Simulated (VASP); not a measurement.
Here is a VASP 6.6.1 calculation.

The input POSCAR:

```
Hf
1.0
   -1.6245000000      1.8050000000      1.8050000000
    1.6245000000     -1.8050000000      1.8050000000
    1.6245000000      1.8050000000     -1.8050000000
Hf
1
Direct
    0.0000000000      0.0000000000      0.0000000000
```

The input INCAR.step1:

```
PREC     = Accurate       # precision mode
ENCUT    = 520            # plane-wave cutoff, eV
ISMEAR   = 0              # smearing method
SIGMA    = 0.15           # smearing width, eV
LREAL    = False          # projectors in reciprocal space
LASPH    = True           # aspherical terms in the spheres
NELM     = 60             # most SCF steps
NBANDS   = 11             # bands
GGA      = PE             # functional
ALGO     = Normal         # electronic algorithm
EDIFF    = 1E-4           # SCF threshold, eV
LWAVE    = True           # write WAVECAR
LCHARG   = False          # write CHGCAR
```

Contents of INCAR.step2:

```
PREC     = Accurate       # precision mode
ENCUT    = 520            # plane-wave cutoff, eV
EDIFF    = 1E-6           # SCF threshold, eV
ISMEAR   = 0              # smearing method
SIGMA    = 0.15           # smearing width, eV
LREAL    = False          # projectors in reciprocal space
LASPH    = True           # aspherical terms in the spheres
NELM     = 60             # most SCF steps
ALGO     = Normal         # electronic algorithm
ISIF     = 2              # what is computed and relaxed
LWAVE    = False          # write WAVECAR
LCHARG   = False          # write CHGCAR
METAGGA  = R2SCAN         # meta-GGA
LMIXTAU  = True         
NBANDS   = 11             # bands
ISTART   = 1
```

File KPOINTS:

```
Automatic mesh
0
Gamma
  18 18 18
```

Potentials or basis: VASP PAW PBE potentials, release 64 (Hf_pv).

Command:

```sh
$ cat potpaw_PBE.64/Hf_pv/POTCAR > POTCAR
$ cp INCAR.step1 INCAR
$ mpirun -np 1 vasp_std > vasp.out
$ cp INCAR.step2 INCAR
$ mpirun -np 1 vasp_std > vasp.out
```

Task: What does it give for the pressure?

Result: 4.8 GPa.

Task: What does it give for the band gap on the k mesh?

Result: Zero (bands 5 and 6 overlap by 2.19 eV).

Stress tensor (GPa, compression positive):
```
2.81 0.00 0.00
0.00 5.81 0.00
0.00 0.00 5.81
```

Caveat: the cell differs from its parent crystal (strain -0.1000 x Voigt [1, 0, 0, 0, 0, 0]); the cell stands under pressure; the PAW data sets were made with another functional, which shifts forces and pressure a little; spin-orbit coupling is left out, which moves the levels of the heavy elements.
